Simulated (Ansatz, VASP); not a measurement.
**Zn in VASP and in Ansatz**

```
CELL_PARAMETERS angstrom
2.52531 0.00000 0.00000
-1.26265 2.18698 0.00000
0.00000 0.00000 3.06148
ATOMIC_POSITIONS crystal
Zn 0.00000 0.00000 0.00000
```

Alike in both runs: functional r2SCAN; k mesh 24 × 24 × 22; occupations gaussian, width 0.1 eV; no spin polarisation.

Ansatz relaxed the structure, and its values are those at the end. VASP's run is a single point on that final structure, the one shown.

```csv
,VASP,Ansatz
version,VASP 6.6.1,Ansatz 0.2.0
potentials or method,"VASP PAW PBE potentials, release 64 (Zn), cutoff 550 eV","scalar-relativistic, plane waves, PAW"
valence electrons in the cell,12,12
```

```tsv
	VASP	Ansatz	Ansatz less VASP
gap on the k mesh at the Fermi level (eV)	none	none	-
pressure (GPa)	0.5	0.0	-0.52
```

VASP's potentials were made for PBE, not for r2SCAN. A gap of «none» marks a metal or a gap that the smearing closes.
